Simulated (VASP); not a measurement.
# GaB2As3 (P-3m1) in VASP: density of states with PBE

Aim: the density of states of GaB2As3 with PBE.

Everything below comes from runs of VASP 6.6.1. Logs are shortened: lines on timing, memory, paths and dates and some standing lists are left out, and cuts for length are marked.

### 1 The cell of the first run

The structure is trigonal, space group P-3m1 (No. 164). Conventional cell: a = 4.298 Å, b = 4.298 Å, c = 6.258 Å, α = 90.00°, β = 90.00°, γ = 120.00°. Ga (site symmetry -3m) has 8 As at 3.07 to 3.13 Å and 6 B at 3.38 Å within 4.0 Å. Within 2.9 Å of B (site symmetry 3m) lie 7 As at 2.16 to 2.62 Å. Within 3.5 Å of As (site symmetry -3m) lie 6 B at 2.62 Å and 6 As at 2.81 Å and 2 Ga at 3.13 Å. Within 2.9 Å of As (site symmetry 3m) lie 4 B at 2.16 to 2.53 Å and 3 As at 2.81 Å.

### 2 Density of states, PBE

POSCAR reads:

```
GaB2As3
1.0
    4.2980140099      0.0000000000      0.0000000000
   -2.1490070050      3.7221893183      0.0000000000
    0.0000000000      0.0000000000      6.2583211336
Ga B As
1 2 3
Direct
    0.0000000000      0.0000000000      0.0000000000
    0.6666666667      0.3333333333      0.3658210059
    0.3333333333      0.6666666667      0.6341789941
    0.0000000000      0.0000000000      0.5000000000
    0.6666666667      0.3333333333      0.7117132579
    0.3333333333      0.6666666667      0.2882867421
```

INCAR.step1 reads:

```
ALGO     = Normal         # electronic algorithm
EDIFF    = 1E-6           # SCF threshold, eV
ENCUT    = 520            # plane-wave cutoff, eV
GGA      = PE             # functional
ISIF     = 2              # what is computed and relaxed
ISMEAR   = 0              # smearing method
LASPH    = True           # aspherical terms in the spheres
LCHARG   = True           # write CHGCAR
LREAL    = False          # projectors in reciprocal space
LWAVE    = False          # write WAVECAR
NBANDS   = 26             # bands
NELM     = 80             # most SCF steps
PREC     = Accurate       # precision mode
SIGMA    = 0.1            # smearing width, eV
```

KPOINTS.step1 reads:

```
k-points
0
Gamma
  12 12 6
```

INCAR.step2 reads:

```
ALGO     = Normal         # electronic algorithm
EDIFF    = 1E-6           # SCF threshold, eV
ENCUT    = 520            # plane-wave cutoff, eV
GGA      = PE             # functional
ICHARG   = 11             # starting density
ISIF     = 2              # what is computed and relaxed
ISMEAR   = -5             # smearing method
LASPH    = True           # aspherical terms in the spheres
LCHARG   = False          # write CHGCAR
LORBIT   = 11             # projections on sites
LREAL    = False          # projectors in reciprocal space
LWAVE    = False          # write WAVECAR
NEDOS    = 1001           # points of the DOS
NELM     = 80             # most SCF steps
PREC     = Accurate       # precision mode
SIGMA    = 0.1            # smearing width, eV
```

KPOINTS.step2 reads:

```
k-points
0
Gamma
  18 18 9
```

Potentials or basis: VASP PAW PBE potentials, release 64 (Ga_d, B, As).

Run with:

```console
cat potpaw_PBE.64/Ga_d/POTCAR potpaw_PBE.64/B/POTCAR potpaw_PBE.64/As/POTCAR > POTCAR
cp INCAR.step1 INCAR
cp KPOINTS.step1 KPOINTS
mpirun -np 1 vasp_std > vasp.out
cp INCAR.step2 INCAR
cp KPOINTS.step2 KPOINTS
mpirun -np 1 vasp_std > vasp.out
```

OUTCAR:

```text
EDIFF = 1E-6
   ENCUT = 520
   GGA = PE
   ICHARG = 11
   ISIF = 2
   ISMEAR = -5
   LASPH = True
   LORBIT = 11
   LREAL = False
   NELM = 80
   PREC = Accurate

 ion  position               nearest neighbor table
   1  0.000  0.000  0.000-
   2  0.667  0.333  0.366-   5 2.16   6 2.53   6 2.53   6 2.53
   3  0.333  0.667  0.634-   6 2.16   5 2.53   5 2.53   5 2.53
   4  0.000  0.000  0.500-   5 2.81   6 2.81   6 2.81   5 2.81   5 2.81   6 2.81
   5  0.667  0.333  0.712-   2 2.16   3 2.53   3 2.53   3 2.53   4 2.81   4 2.81   4 2.81
   6  0.333  0.667  0.288-   3 2.16   2 2.53   2 2.53   2 2.53   4 2.81   4 2.81   4 2.81

  LATTYP: Found a hexagonal cell.
 ALAT       =     4.2980140099
 C/A-ratio  =     1.4560960293

  Lattice vectors:

 A1 = (   4.2980140099,   0.0000000000,   0.0000000000)
 A2 = (  -2.1490070050,   3.7221893183,   0.0000000000)
 A3 = (   0.0000000000,   0.0000000000,   6.2583211336)

Analysis of symmetry for initial positions (statically):
=====================================================================
 Subroutine PRICEL returns:
 Original cell was already a primitive cell.

 Routine SETGRP: Setting up the symmetry group for a
 hexagonal supercell.

 Subroutine GETGRP returns: Found 12 space group operations
 (whereof 12 operations were pure point group operations)
 out of a pool of 24 trial point group operations.

The static configuration has the point symmetry D_3d.

Analysis of symmetry for dynamics (positions and initial velocities):
=====================================================================
 Subroutine PRICEL returns:
 Original cell was already a primitive cell.

 Routine SETGRP: Setting up the symmetry group for a
 hexagonal supercell.

 Subroutine GETGRP returns: Found 12 space group operations
 (whereof 12 operations were pure point group operations)
 out of a pool of 24 trial point group operations.

The dynamic configuration has the point symmetry D_3d.

 Subroutine INISYM returns: Found 12 space group operations
 (whereof 12 operations are pure point group operations),
 and found     1 'primitive' translations

----------------------------------------------------------------------------------------

                                     Primitive cell

  volume of cell :     100.1208

  direct lattice vectors                    reciprocal lattice vectors
     4.298014010  0.000000000  0.000000000     0.232665598  0.134329546  0.000000000
    -2.149007005  3.722189318  0.000000000     0.000000000  0.268659091  0.000000000
     0.000000000  0.000000000  6.258321134     0.000000000  0.000000000  0.159787262

  length of vectors
     4.298014010  4.298014010  6.258321134     0.268659091  0.268659091  0.159787262

  position of ions in fractional coordinates (direct lattice)
     0.000000000  0.000000000  0.000000000
     0.666666667  0.333333333  0.365821006
     0.333333333  0.666666667  0.634178994
     0.000000000  0.000000000  0.500000000
     0.666666667  0.333333333  0.711713258
     0.333333333  0.666666667  0.288286742

  ion indices of the primitive-cell ions
   primitive index   ion index
                 1           1
                 2           2
                 3           3
                 4           4
                 5           5
                 6           6

----------------------------------------------------------------------------------------

 KPOINTS: k-points

Automatic generation of k-mesh.
 Grid dimensions read from file:
 generate k-points for:   18   18    9

 Generating k-lattice:

  Cartesian coordinates                     Fractional coordinates (reciprocal lattice)
     0.012925867  0.007462753  0.000000000     0.055555556  0.000000000  0.000000000
     0.000000000  0.014925505  0.000000000     0.000000000  0.055555556  0.000000000
     0.000000000  0.000000000  0.017754140     0.000000000  0.000000000  0.111111111

  Length of vectors
     0.014925505  0.014925505  0.017754140

  Shift w.r.t. Gamma in fractional coordinates (k-lattice)
     0.000000000  0.000000000  0.000000000

 TETIRR: Found   4263 inequivalent tetrahedra from    17496

 Subroutine IBZKPT returns following result:
 ===========================================

 Found    293 irreducible k-points:

 Following reciprocal coordinates:
            Coordinates               Weight
  0.000000  0.000000  0.000000      1.000000
  0.055556  0.000000  0.000000      6.000000
  0.111111  0.000000  0.000000      6.000000
  0.166667  0.000000  0.000000      6.000000
  0.222222  0.000000  0.000000      6.000000
  0.277778  0.000000  0.000000      6.000000
[... 16 lines left out ...]
  0.333333  0.111111  0.000000     12.000000
  0.388889  0.111111  0.000000     12.000000
 [... further k-points ...]
   k-points           NKPTS =    293   k-points in BZ     NKDIM =    293   number of bands    NBANDS=     21
   number of dos      NEDOS =   1001   number of ions     NIONS =      6
   total plane-waves  NPLWV =  49152
   dimension x,y,z NGX =    32 NGY =   32 NGZ =   48
   dimension x,y,z NGXF=    64 NGYF=   64 NGZF=   96
   ions per type =               1   2   3
   NGX,Y,Z   is equivalent  to a cutoff of  12.38, 12.38, 12.75 a.u.
   NGXF,Y,Z  is equivalent  to a cutoff of  24.76, 24.76, 25.50 a.u.
 SYSTEM =  unknown system
   PREC   = accura    normal or accurate (medium, high low for compatibility)
   ISTART =      0    job   : 0-new  1-cont  2-samecut
   ICHARG =     11    charge: 1-file 2-atom 10-const
   ISPIN  =      1    spin polarized calculation?
   LNONCOLLINEAR =      F non collinear calculations
   LSORBIT =      F    spin-orbit coupling
   LASPH  =      T    aspherical Exc in radial PAW
   ENCUT  =  520.0 eV  38.22 Ry    6.18 a.u.   7.99  7.99 11.64*2*pi/ulx,y,z
   NELM   =     80;   NELMIN=  2; NELMDL=  0     # of ELM steps
   EDIFF  = 0.1E-05   stopping-criterion for ELM
   LREAL  =      F    real-space projection
   EDIFFG = 0.1E-04   stopping-criterion for IOM
   NSW    =      0    number of steps for IOM
   IBRION =     -1    ionic relax: 0-MD 1-quasi-New 2-CG
   NFREE  =      0    steps in history (QN), initial steepest desc. (CG)
   ISIF   =      2    stress and relaxation
   ISYM   =      2    0-nonsym 1-usesym 2-fastsym
   POTIM  = 0.5000    time-step for ionic-motion
   TEBEG  =    0.0;   TEEND  =   0.0 temperature during run
   PSTRESS=    0.0 pullay stress
   NELECT =      34.0000    total number of electrons
   NUPDOWN=      -1.0000    fix difference up-down
   EMIN   =  10.00;   EMAX   =-10.00  energy-range for DOS
   EFERMI =   0.00;   METHOD = LEGACY
   ISMEAR =    -5;   SIGMA  =   0.10  broadening in eV -4-tet -1-fermi 0-gaus
   EFERMI_NEDOS =   21; number of points for ismear=-14 and -15
   IALGO  =     38    algorithm
   IMIX   =      4    mixing-type and parameters
     AMIX     =   0.40;   BMIX     =  1.00
     AMIX_MAG =   1.60;   BMIX_MAG =  1.00
  volume/ion in A,a.u.               =      16.69       112.61
  Fermi-wavevector in a.u.,A,eV,Ry     =   1.142159  2.158367 17.749158  1.304526
  Thomas-Fermi vector in A             =   2.278857
   LORBIT       =     11    0 simple, 1 ext, 2 COOP (PROOUT), +10 PAW based schemes
   GGA     = PE    functional components
   LHFCALC =     F    Hartree Fock is set to
   AEXX    =    0.0000 exact exchange contribution
   IVDW    =     0    specifies the selected vdW correction
   LEPSILON=     F    determine dielectric tensor
   LRPA    =     F    only Hartree local field effects (RPA)
 non-spin polarized calculation
 Fermi weights with tetrahedron method with Bloechl corrections
  energy-cutoff  :      520.00
  volume of cell :      100.12
 maximum number of plane-waves:      2724

 number of electron      33.9999977 magnetization

 Free energy of the ion-electron system (eV)
  ---------------------------------------------------
  ext. energy  EPLUGINS =         0.00000000
  ---------------------------------------------------
  free energy    TOTEN  =       -24.60154297 eV

  energy without entropy =      -24.60154297  energy(sigma->0) =      -24.60154297

 E-fermi :   5.5923     XC(G=0): -10.4547

 val. band max:        5.7210791373   @ k =   0.3333   0.0000   0.3333
 cond. band min:       5.4870282489   @ k =  -0.0556   0.2222   0.1111
 fundamental gap:     -0.2340508885
 Fermi energy:         5.5922621437

 k-point     1 :       0.0000    0.0000    0.0000
  band No.  band energies     occupation
      1      -9.8071      2.00000
      2      -9.5089      2.00000
      3      -9.5089      2.00000
      4      -9.4930      2.00000
      5      -9.4930      2.00000
      6      -9.4517      2.00000
[... 13 lines left out ...]
     20       6.0447      0.00000
     21       7.3532      0.00000

 k-point     2 :       0.0556    0.0000    0.0000
  band No.  band energies     occupation
      1      -9.7815      2.00000
      2      -9.5094      2.00000
      3      -9.5087      2.00000
      4      -9.4932      2.00000
      5      -9.4929      2.00000
      6      -9.4469      2.00000
[... 13 lines left out ...]
     20       5.9079      0.00000
     21       7.3790      0.00000

 k-point     3 :       0.1111    0.0000    0.0000
  band No.  band energies     occupation
      1      -9.7100      2.00000
      2      -9.5109      2.00000
      3      -9.5081      2.00000
      4      -9.4939      2.00000
      5      -9.4927      2.00000
      6      -9.4273      2.00000
[... 13 lines left out ...]
     20       5.9768      0.00000
     21       7.3586      0.00000
[... 457 lines left out ...]
 k-point    23 :       0.3333    0.1111    0.0000
  band No.  band energies     occupation
      1      -9.5254      2.00000
      2      -9.5118      2.00000
      3      -9.5067      2.00000
      4      -9.4972      2.00000
      5      -9.4897      2.00000
      6      -8.1970      2.00000
[... 13 lines left out ...]
     20       8.2979      0.00000
     21       8.5344      0.00000

 k-point    24 :       0.3889    0.1111    0.0000
  band No.  band energies     occupation
      1      -9.5269      2.00000
      2      -9.5093      2.00000
      3      -9.5067      2.00000
      4      -9.4973      2.00000
      5      -9.4892      2.00000
      6      -7.7715      2.00000
[... 13 lines left out ...]
     20       8.6685      0.00000
     21       8.8769      0.00000

 [... further k-points ...]

------------------------ aborting loop because EDIFF is reached ----------------------------------------

  FORCE on cell =-STRESS in cart. coord.  units (eV):
  Direction    XX          YY          ZZ          XY          YZ          ZX
  --------------------------------------------------------------------------------------
  -------------------------------------------------------------------------------------
  Total        0.0871021      0.0871021      0.0088917     -0.0000000      0.0000000      0.0000000
  in kB        1.3938470      1.3938470      0.1422885     -0.0000000      0.0000000      0.0000000
  external PRESSURE =       0.9766609 kB  Pullay stress =       0.0000000 kB

 VOLUME and BASIS-vectors are now :
 -----------------------------------------------------------------------------
  energy-cutoff  :      520.00
  volume of cell :      100.12
      direct lattice vectors                 reciprocal lattice vectors
     4.298014010  0.000000000  0.000000000     0.232665598  0.134329546  0.000000000
    -2.149007005  3.722189318  0.000000000     0.000000000  0.268659091  0.000000000
     0.000000000  0.000000000  6.258321134     0.000000000  0.000000000  0.159787262

 POSITION                                       TOTAL-FORCE (eV/Angst)
 -----------------------------------------------------------------------------------
      0.00000      0.00000      0.00000         0.000000      0.000000      0.000000
      2.14901      1.24073      2.28943         0.000000     -0.000000     -0.001597
     -0.00000      2.48146      3.96890        -0.000000      0.000000      0.001597
      0.00000      0.00000      3.12916         0.000000      0.000000      0.000000
      2.14901      1.24073      4.45413        -0.000000     -0.000000     -0.029958
     -0.00000      2.48146      1.80419        -0.000000      0.000000      0.029958
 -----------------------------------------------------------------------------------
    total drift:                                0.000000      0.000000     -0.000000

  FREE ENERGIE OF THE ION-ELECTRON SYSTEM (eV)
  ---------------------------------------------------
  free  energy   TOTEN  =       -24.6015429723 eV

  energy  without entropy=      -24.6015429723  energy(sigma->0) =      -24.60154297

 total charge

# of ion       s       p       d       tot
------------------------------------------
    1        1.187   0.273   9.948  11.408
    2        0.751   0.792   0.000   1.543
    3        0.751   0.792   0.000   1.543
    4        1.348   1.245   0.079   2.672
    5        1.291   1.336   0.071   2.698
    6        1.291   1.336   0.071   2.698
--------------------------------------------------
tot          6.618   5.775  10.169  22.563
```

Wall time 7.9 min (1 thread of Intel Xeon Platinum 8488C (Sapphire Rapids), shared host); peak memory 0.69 GiB.

Results:

```
Valence electrons inside the program's atomic spheres : Ga 11.41; B 1.54; As 2.67, 2.70
```

Caveat: tetrahedron occupations give inexact forces and stress in metals.
